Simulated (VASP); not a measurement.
# Bi4Te3 (P-43m) in VASP: relaxation of cell and atoms with PBE

Aim: the relaxation of cell and atoms of Bi4Te3 with PBE.

Program: VASP 6.6.1. These are calculated values, not measurements. Logs are shortened: lines on timing, memory, paths and dates and some standing lists are left out, and cuts for length are marked.

## (1) The cell of the first run

It takes space group P-43m (No. 215, cubic). Conventional cell: a = 6.528 Å, b = 6.528 Å, c = 6.528 Å, α = 90.00°, β = 90.00°, γ = 90.00°. Bi (site symmetry 3m) has 3 Te at 3.14 Å and 3 Bi at 3.46 Å within 4.1 Å. Within 4.1 Å of Te (site symmetry -42m) lie 4 Bi at 3.14 Å.

The cell was built from a structure type or drawn by symmetry, and may not be a known phase.

## (2) Relaxation of cell and atoms, PBE

The input, INCAR:

```
  ALGO = Fast
  EDIFF = 1E-6
  EDIFFG = -0.01
  ENCUT = 600
  GGA = PE
  IBRION = 2
  ISIF = 3
  ISMEAR = 0
  LASPH = True
  LCHARG = False
  LREAL = False
  LWAVE = False
  NELM = 100
  NSW = 100
  PREC = Accurate
  SIGMA = 0.1
```

The input, KPOINTS:

```
k-points
0
Gamma
  6 6 6
```

The input, POSCAR:

```
Bi4Te3
1.0
    6.5282169052      0.0000000000      0.0000000000
    0.0000000000      6.5282169052      0.0000000000
    0.0000000000      0.0000000000      6.5282169052
Bi Te
4 3
Direct
    0.8127175718      0.1872824282      0.1872824282
    0.1872824282      0.8127175718      0.1872824282
    0.1872824282      0.1872824282      0.8127175718
    0.8127175718      0.8127175718      0.8127175718
    0.5000000000      0.5000000000      0.0000000000
    0.5000000000      0.0000000000      0.5000000000
    0.0000000000      0.5000000000      0.5000000000
```

Potentials or basis: VASP PAW PBE potentials, release 64 (Bi_d, Te).

Started as:

```
> cat potpaw_PBE.64/Bi_d/POTCAR potpaw_PBE.64/Te/POTCAR > POTCAR
> mpirun -np 1 vasp_std > vasp.out
```

OUTCAR:

```text
EDIFF = 1E-6
   EDIFFG = -0.01
   ENCUT = 600
   GGA = PE
   IBRION = 2
   ISIF = 3
   ISMEAR = 0
   LASPH = True
   LREAL = False
   NELM = 100
   NSW = 100
   PREC = Accurate

 ion  position               nearest neighbor table
   1  0.813  0.187  0.187-   5 3.14   6 3.14   7 3.14   2 3.46   3 3.46   4 3.46
   2  0.187  0.813  0.187-   5 3.14   6 3.14   7 3.14   1 3.46   3 3.46   4 3.46
   3  0.187  0.187  0.813-   5 3.14   6 3.14   7 3.14   1 3.46   2 3.46   4 3.46
   4  0.813  0.813  0.813-   5 3.14   6 3.14   7 3.14   1 3.46   2 3.46   3 3.46
   5  0.500  0.500  0.000-   1 3.14   2 3.14   3 3.14   4 3.14
   6  0.500  0.000  0.500-   1 3.14   2 3.14   3 3.14   4 3.14
   7  0.000  0.500  0.500-   1 3.14   2 3.14   3 3.14   4 3.14

  LATTYP: Found a simple cubic cell.
 ALAT       =     6.5282169052

  Lattice vectors:

 A1 = (   6.5282169052,   0.0000000000,   0.0000000000)
 A2 = (   0.0000000000,   6.5282169052,   0.0000000000)
 A3 = (   0.0000000000,   0.0000000000,   6.5282169052)

Analysis of symmetry for initial positions (statically):
=====================================================================
 Subroutine PRICEL returns:
 Original cell was already a primitive cell.

 Routine SETGRP: Setting up the symmetry group for a
 simple cubic supercell.

 Subroutine GETGRP returns: Found 24 space group operations
 (whereof 24 operations were pure point group operations)
 out of a pool of 48 trial point group operations.

The static configuration has the point symmetry T_d .

Analysis of symmetry for dynamics (positions and initial velocities):
=====================================================================
 Subroutine PRICEL returns:
 Original cell was already a primitive cell.

 Routine SETGRP: Setting up the symmetry group for a
 simple cubic supercell.

 Subroutine GETGRP returns: Found 24 space group operations
 (whereof 24 operations were pure point group operations)
 out of a pool of 48 trial point group operations.

The dynamic configuration has the point symmetry T_d .

 Subroutine INISYM returns: Found 24 space group operations
 (whereof 24 operations are pure point group operations),
 and found     1 'primitive' translations

----------------------------------------------------------------------------------------

                                     Primitive cell

  volume of cell :     278.2170

  direct lattice vectors                    reciprocal lattice vectors
     6.528216905  0.000000000  0.000000000     0.153181185  0.000000000  0.000000000
     0.000000000  6.528216905  0.000000000     0.000000000  0.153181185  0.000000000
     0.000000000  0.000000000  6.528216905     0.000000000  0.000000000  0.153181185

  length of vectors
     6.528216905  6.528216905  6.528216905     0.153181185  0.153181185  0.153181185

  position of ions in fractional coordinates (direct lattice)
     0.812717572  0.187282428  0.187282428
     0.187282428  0.812717572  0.187282428
     0.187282428  0.187282428  0.812717572
     0.812717572  0.812717572  0.812717572
     0.500000000  0.500000000  0.000000000
     0.500000000  0.000000000  0.500000000
     0.000000000  0.500000000  0.500000000

  ion indices of the primitive-cell ions
   primitive index   ion index
                 1           1
                 2           2
                 3           3
                 4           4
                 5           5
                 6           6
                 7           7

----------------------------------------------------------------------------------------

 KPOINTS: k-points

Automatic generation of k-mesh.
 Grid dimensions read from file:
 generate k-points for:    6    6    6

 Generating k-lattice:

  Cartesian coordinates                     Fractional coordinates (reciprocal lattice)
     0.025530197  0.000000000  0.000000000     0.166666667  0.000000000  0.000000000
     0.000000000  0.025530197  0.000000000     0.000000000  0.166666667  0.000000000
     0.000000000  0.000000000  0.025530197     0.000000000  0.000000000  0.166666667

  Length of vectors
     0.025530197  0.025530197  0.025530197

  Shift w.r.t. Gamma in fractional coordinates (k-lattice)
     0.000000000  0.000000000  0.000000000

 Subroutine IBZKPT returns following result:
 ===========================================

 Found     20 irreducible k-points:

 Following reciprocal coordinates:
            Coordinates               Weight
  0.000000  0.000000  0.000000      1.000000
  0.166667  0.000000  0.000000      6.000000
  0.333333  0.000000  0.000000      6.000000
  0.500000  0.000000  0.000000      3.000000
  0.166667  0.166667  0.000000     12.000000
  0.333333  0.166667  0.000000     24.000000
[... 12 lines left out ...]
  0.500000  0.500000  0.333333      6.000000
  0.500000  0.500000  0.500000      1.000000
   k-points           NKPTS =     20   k-points in BZ     NKDIM =     20   number of bands    NBANDS=     46
   number of dos      NEDOS =    301   number of ions     NIONS =      7
   total plane-waves  NPLWV = 157464
   dimension x,y,z NGX =    54 NGY =   54 NGZ =   54
   dimension x,y,z NGXF=   108 NGYF=  108 NGZF=  108
   ions per type =               4   3
   NGX,Y,Z   is equivalent  to a cutoff of  13.75, 13.75, 13.75 a.u.
   NGXF,Y,Z  is equivalent  to a cutoff of  27.50, 27.50, 27.50 a.u.
 SYSTEM =  unknown system
   PREC   = accura    normal or accurate (medium, high low for compatibility)
   ISTART =      0    job   : 0-new  1-cont  2-samecut
   ICHARG =      2    charge: 1-file 2-atom 10-const
   ISPIN  =      1    spin polarized calculation?
   LNONCOLLINEAR =      F non collinear calculations
   LSORBIT =      F    spin-orbit coupling
   LASPH  =      T    aspherical Exc in radial PAW
   ENCUT  =  600.0 eV  44.10 Ry    6.64 a.u.  13.04 13.04 13.04*2*pi/ulx,y,z
   NELM   =    100;   NELMIN=  2; NELMDL= -5     # of ELM steps
   EDIFF  = 0.1E-05   stopping-criterion for ELM
   LREAL  =      F    real-space projection
   EDIFFG = -.1E-01   stopping-criterion for IOM
   NSW    =    100    number of steps for IOM
   IBRION =      2    ionic relax: 0-MD 1-quasi-New 2-CG
   NFREE  =      1    steps in history (QN), initial steepest desc. (CG)
   ISIF   =      3    stress and relaxation
   ISYM   =      2    0-nonsym 1-usesym 2-fastsym
   POTIM  = 0.5000    time-step for ionic-motion
   TEBEG  =    0.0;   TEEND  =   0.0 temperature during run
   PSTRESS=    0.0 pullay stress
   NELECT =      78.0000    total number of electrons
   NUPDOWN=      -1.0000    fix difference up-down
   EMIN   =  10.00;   EMAX   =-10.00  energy-range for DOS
   EFERMI =   0.00;   METHOD = LEGACY
   ISMEAR =     0;   SIGMA  =   0.10  broadening in eV -4-tet -1-fermi 0-gaus
   EFERMI_NEDOS =   21; number of points for ismear=-14 and -15
   IALGO  =     68    algorithm
   IMIX   =      4    mixing-type and parameters
     AMIX     =   0.40;   BMIX     =  1.00
     AMIX_MAG =   1.60;   BMIX_MAG =  1.00
  volume/ion in A,a.u.               =      39.75       268.21
  Fermi-wavevector in a.u.,A,eV,Ry     =   1.071466  2.024777 15.620029  1.148040
  Thomas-Fermi vector in A             =   2.207207
   LORBIT       =      0    0 simple, 1 ext, 2 COOP (PROOUT), +10 PAW based schemes
   GGA     = PE    functional components
   LHFCALC =     F    Hartree Fock is set to
   AEXX    =    0.0000 exact exchange contribution
   IVDW    =     0    specifies the selected vdW correction
   LEPSILON=     F    determine dielectric tensor
   LRPA    =     F    only Hartree local field effects (RPA)
 conjugate gradient relaxation of ions
 non-spin polarized calculation
 RMM-DIIS sequential band-by-band and
 Gauss-broadening in eV      SIGMA  =   0.10
  energy-cutoff  :      600.00
  volume of cell :      278.22
 maximum number of plane-waves:      9328
 NGX is ok and might be reduce to    54
   NGX = 27   NGY = 27   NGZ = 27

--------------------------------------- Ionic step        1  -------------------------------------------

 number of electron      78.0000003 magnetization

 Free energy of the ion-electron system (eV)
  ---------------------------------------------------
  ext. energy  EPLUGINS =         0.00000000
  ---------------------------------------------------
  free energy    TOTEN  =       -24.46192006 eV

  energy without entropy =      -24.42827496  energy(sigma->0) =      -24.44509751

------------------------ aborting loop because EDIFF is reached ----------------------------------------

  FORCE on cell =-STRESS in cart. coord.  units (eV):
  Direction    XX          YY          ZZ          XY          YZ          ZX
  --------------------------------------------------------------------------------------
  -------------------------------------------------------------------------------------
  Total       -0.4905833     -0.4905833     -0.4905833      0.0000000      0.0000000     -0.0000000
  in kB       -2.8251375     -2.8251375     -2.8251375      0.0000000      0.0000000     -0.0000000
  external PRESSURE =      -2.8251375 kB  Pullay stress =       0.0000000 kB
[... 190 lines left out ...]
  energy  without entropy=      -24.4468986342  energy(sigma->0) =      -24.46265874

--------------------------------------- Ionic step        6  -------------------------------------------

 number of electron      78.0000011 magnetization

 Free energy of the ion-electron system (eV)
  ---------------------------------------------------
  ext. energy  EPLUGINS =         0.00000000
  ---------------------------------------------------
  free energy    TOTEN  =       -24.47842359 eV

  energy without entropy =      -24.44694128  energy(sigma->0) =      -24.46268243

 E-fermi :   4.9364     XC(G=0):  -8.6970

 val. band max:        4.9259791862   @ k =   0.5000   0.3333   0.1667
 cond. band min:       4.9442559138   @ k =   0.5000   0.1667   0.1667
 fundamental gap:      0.0182767276
 Fermi energy:         4.9363538438

 k-point     1 :       0.0000    0.0000    0.0000
  band No.  band energies     occupation
      1     -18.0992      2.00000
      2     -18.0879      2.00000
      3     -18.0879      2.00000
      4     -18.0761      2.00000
      5     -18.0761      2.00000
      6     -18.0761      2.00000
[... 1003 lines left out ...]
  FREE ENERGIE OF THE ION-ELECTRON SYSTEM (eV)
  ---------------------------------------------------
  free  energy   TOTEN  =       -24.4784235910 eV

  energy  without entropy=      -24.4469412766  energy(sigma->0) =      -24.46268243

 reached required accuracy - stopping structural energy minimisation
```

Wall time 16 min (1 thread of Intel Xeon 6975P-C (Granite Rapids), shared host); peak memory 0.58 GiB.

What came out:

| Item | Value |
| --- | --- |
| Free energy | -24.4784 eV |
| Relaxed volume | 39.24 Å³/atom |
| Relaxed cell | a = 6.500 Å, b = 6.500 Å, c = 6.500 Å, α = 90.00°, β = 90.00°, γ = 90.00° |
| Space group after relaxing (to 0.1 Å) | P-43m (No. 215) |
| Energy gained by relaxing | 2.4 meV/atom |
| Ionic steps | 6 |
| Pressure after relaxing | 0.0 GPa |
| Largest force after relaxing | 0.008 eV/Å |
| Band gap on the k mesh | zero (bands 39 and 40 overlap by 0.84 eV) |

Forces in eV/Å, atoms in the order of the input:
```
Bi  -0.004  0.004  0.004
Bi   0.004 -0.004  0.004
Bi   0.004  0.004 -0.004
Bi  -0.004 -0.004 -0.004
Te   0.000  0.000  0.000
Te   0.000  0.000  0.000
Te   0.000  0.000  0.000
```

The path:
```
step  energy change (eV)  largest force (eV/Å)  pressure (GPa)  volume (Å³)
   1              0.0000                0.1924           -0.28       278.22
   2             -0.0086                0.1597            0.05       275.40
   3             -0.0104                0.1346            0.29       273.49
   4             -0.0158                0.0420            0.13       274.26
   5             -0.0165                0.0001            0.05       274.64
   6             -0.0165                0.0075            0.04       274.67
```

Final structure:
```xyz
7
Lattice="6.5004 0.0000 0.0000 0.0000 6.5004 0.0000 0.0000 0.0000 6.5004" Properties=species:S:1:pos:R:3 pbc="T T T"
Bi    5.3028    1.1976    1.1976
Bi    1.1976    5.3028    1.1976
Bi    1.1976    1.1976    5.3028
Bi    5.3028    5.3028    5.3028
Te    3.2502    3.2502    0.0000
Te    3.2502    0.0000    3.2502
Te    0.0000    3.2502    3.2502
```

Caveat: spin-orbit coupling is left out, which moves the levels of the heavy elements.
